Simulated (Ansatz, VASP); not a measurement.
InAs: VASP beside Ansatz

Contents of INCAR:

```
PREC     = Accurate       # precision mode
ENCUT    = 520            # plane-wave cutoff, eV
EDIFF    = 1E-6           # SCF threshold, eV
ISMEAR   = -1             # smearing method
SIGMA    = 0.05           # smearing width, eV
LREAL    = F              # projectors in reciprocal space
LASPH    = T              # aspherical terms in the spheres
NELM     = 60             # most SCF steps
ALGO     = Normal         # electronic algorithm
ISIF     = 2              # what is computed and relaxed
LWAVE    = F              # write WAVECAR
LCHARG   = F              # write CHGCAR
NBANDS   = 16             # bands
```

KPOINTS

```
regular mesh
0
Gamma
  8 8 8
```

Contents of POSCAR:

```
InAs
1.0
    0.0000000000      2.8185670290      2.8185670290
    2.8185670290      0.0000000000      2.8185670290
    2.8185670290      2.8185670290      0.0000000000
In As
1 1
Direct
    0.5000000000      0.5000000000      0.5000000000
    0.0000000000      0.0000000000      0.0000000000
```

The input input.yaml:

```yaml
crystal:
  lattice:
    - [0.0, 2.818567029, 2.818567029]
    - [2.818567029, 0.0, 2.818567029]
    - [2.818567029, 2.818567029, 0.0]
  atoms:
    - { symbol: In, position: [0.5, 0.5, 0.5] }
    - { symbol: As, position: [0.0, 0.0, 0.0] }
kpoints:
  mp_grid: { grid: [8, 8, 8] }
scf:
  occupations: { method: fermi_dirac, width: 0.05 }
hamiltonian:
  xc: lda
  pseudopotentials: { kind: all_electron, lapw: { basis_error: 0.001 } }
output:
  forces: true
  stress: true
  eigenvalues: true
```

Change from the starting cell: volume scaled by 0.94.

Alike in both runs: task single point; functional LDA; k mesh 8 × 8 × 8; occupations fermi-dirac, width 0.05 eV; no spin polarisation.

|  | VASP | Ansatz |
| --- | --- | --- |
| version | VASP 6.6.1 | Ansatz 0.2.0 |
| potentials or method | VASP PAW LDA potentials, release 64 (In_d, As), cutoff 520 eV | all-electron LAPW, scalar-relativistic |

|  | VASP | Ansatz | Ansatz less VASP |
| --- | --- | --- | --- |
| gap on the k mesh at the Fermi level (eV) | none | none | - |
| pressure (GPa) | -1.1 | -1.3 | -0.19 |

LDA's correlation is that of Perdew and Zunger in VASP and of Perdew and Wang (1992) in Ansatz. A gap of «none» marks a metal or a gap that the smearing closes. Ansatz ran all-electron here, and VASP with PAW potentials.
